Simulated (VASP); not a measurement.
**Pb: electric field gradients with PBEsol**

Pb:

```
Pb
1.0
    -2.00935    2.00935    1.97966
     2.00935   -2.00935    1.97966
     2.00935    2.00935   -1.97966
Pb
1
Cartesian
  0.0000 0.0000 0.0000
```

This cell differs from its parent crystal: x and y stretched by +1.5 %, z held.

| Quantity | Value |
| --- | --- |
| Program | VASP 6.6.1 |
| Task | electric field gradients |
| Functional | PBEsol |
| Potentials or basis | VASP PAW PBE potentials, release 64 (Pb_d) |
| Cutoff | 520 eV |
| k mesh | 13 × 13 × 13 |
| Occupations | fermi-dirac, width 0.08 eV |
| Spin | no spin polarisation |
| Dipole correction | no |
| Further INCAR settings | ALGO = Normal; EDIFF = 1e-08; NBANDS = 13 |

- Pressure: -2.7 GPa
- Band gap on the k mesh: zero (band 7 reaches 13.67 eV, above the bottom of band 8 at 4.71 eV)

Stress tensor (GPa, compression positive):
```
-2.62  0.00  0.00
 0.00 -2.62  0.00
 0.00  0.00 -2.98
```

Levels at points of the mesh, in eV from the Fermi level:
```
           k point  band 3  band 4  band 5  band 6  band 7  band 8  band 9  band 10  band 11  band 12
(0.00, 0.00, 0.00)  -17.00  -16.80  -16.79  -11.42    7.15    7.15    7.24    10.97    10.97    11.05
```

Electric field gradients, principal values (V/Å²):
| atom | least | middle | greatest (by size) |
| --- | --- | --- | --- |
| 1 Pb | -4.100 | -4.101 | 8.202 |

Run time: 97 s on 1 thread of Intel Xeon 8259CL, on a shared host, peak memory 0.21 GiB.

Caveat: the cell differs from its parent crystal (x and y stretched by +1.5 %, z held); without QUAD_EFG the Cq values of the log hold for a quadrupole moment of 1 mb, not for the nuclei; the PAW data sets were made with another functional, which shifts forces and pressure a little; spin-orbit coupling is left out, which moves the levels of the heavy elements.
